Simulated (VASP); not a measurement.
A run of VASP 6.6.1 is set up as follows.

Contents of INCAR:

```
SYSTEM = TePb
  ALGO = Normal
  EDIFF = 1E-6
  ENCUT = 520
  GGA = PE
  ISIF = 2
  ISMEAR = 0
  LASPH = .True.
  LCHARG = .True.
  LELF = .True.
  LREAL = .False.
  LVHAR = .True.
  LWAVE = .False.
  NBANDS = 17
  NELM = 100
  PREC = Accurate
  SIGMA = 0.05
```

Contents of KPOINTS:

```
k-points
0
Gamma
  8 8 8
  0 0 0
```

File POSCAR:

```
TePb
1.0
    0.1210125000      3.2270000000      3.2270000000
    3.3480125000      0.0000000000      3.3480125000
    3.2270000000      3.2270000000      0.1210125000
Te Pb
1 1
Direct
    0.5000000000      0.5000000000      0.5000000000
    0.0000000000      0.0000000000      0.0000000000
```

Potentials or basis: VASP PAW PBE potentials, release 64 (Te, Pb_d).

The run is started by

```bash
$ cat potpaw_PBE.64/Te/POTCAR potpaw_PBE.64/Pb_d/POTCAR > POTCAR
$ mpirun -np 1 vasp_std > vasp.out
```

Estimate the pressure.

2.3 GPa.

Predict the band gap on the k mesh.

0.30 eV, indirect (least direct gap 0.63 eV).

Stress tensor (GPa, compression positive):
```
 2.31  0.00 -1.06
 0.00  2.20  0.00
-1.06  0.00  2.31
```

Caveat: the cell differs from its parent crystal (strain +0.0750 x Voigt [0, 0, 0, 0, 1, 0]); spin-orbit coupling is left out, which moves the levels of the heavy elements. A k mesh can miss the band edges.
